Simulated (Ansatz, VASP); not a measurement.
**One calculation of As, two programs**

```
As
1.0
     3.40600    0.00000    0.00000
    -1.70300    2.94968    0.00000
     0.00000    0.00000   28.57424
As
2
Direct
  0.33333 0.66667 0.46856
  0.66667 0.33333 0.53144
```

Alike in both runs: task single point; functional PBE; dispersion D3(BJ); k mesh 9 × 9 × 1; occupations gaussian, width 0.02 eV; no spin polarisation.

```csv
,VASP,Ansatz
version,VASP 6.6.1,Ansatz 0.2.0
potentials or method,"VASP PAW PBE potentials, release 64 (As_d), cutoff 400 eV","scalar-relativistic, plane waves, PAW"
valence electrons in the cell,30,30
```

|  | VASP | Ansatz | Ansatz less VASP |
| --- | --- | --- | --- |
| rms of the force components (eV/Å) | 1.543 | 1.550 | +0.0071 |

Atom by atom the forces differ by 0.007 eV/Å (rms over components).
